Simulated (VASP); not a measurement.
Mg2CdSe3:

```
CELL_PARAMETERS angstrom
3.95354 0.00000 0.00000
-1.97677 3.42387 0.00000
0.00000 0.00000 9.68583
ATOMIC_POSITIONS crystal
Mg 0.33333 0.66667 0.66281
Mg 0.66667 0.33333 0.33719
Cd 0.00000 0.00000 0.00000
Se 0.00000 0.00000 0.50000
Se 0.33333 0.66667 0.17581
Se 0.66667 0.33333 0.82419
```

Base run:

| Property | Result |
| --- | --- |
| Program | VASP 6.6.1 |
| Functional | r2SCAN |
| Potentials or basis | VASP PAW PBE potentials, release 64 (Mg, Cd, Se) |
| Cutoff | 520 eV |
| k mesh | 12 × 12 × 4 |
| Occupations | gaussian, width 0.02 eV |
| Spin | no spin polarisation |

Its results: band gap on the k mesh 1.41 eV (least direct gap 2.07 eV); pressure -1.5 GPa; largest force 0.011 eV/Å.

Q: The run is repeated on the same cell with these changes: functional from r2SCAN to PBE; further incar settings from ALGO = Normal; EDIFF = 1e-06; NBANDS = 26 to ALGO = Normal; EDIFF = 1e-07; NBANDS = 26. What comes out?

A: Band gap on the k mesh 0.86 eV (least direct gap 1.51 eV); pressure 0.0 GPa; largest force 0.040 eV/Å.

Caveats: the PAW data sets were made with another functional, which shifts forces and pressure a little (at least some runs).

A k mesh can miss the band edges.
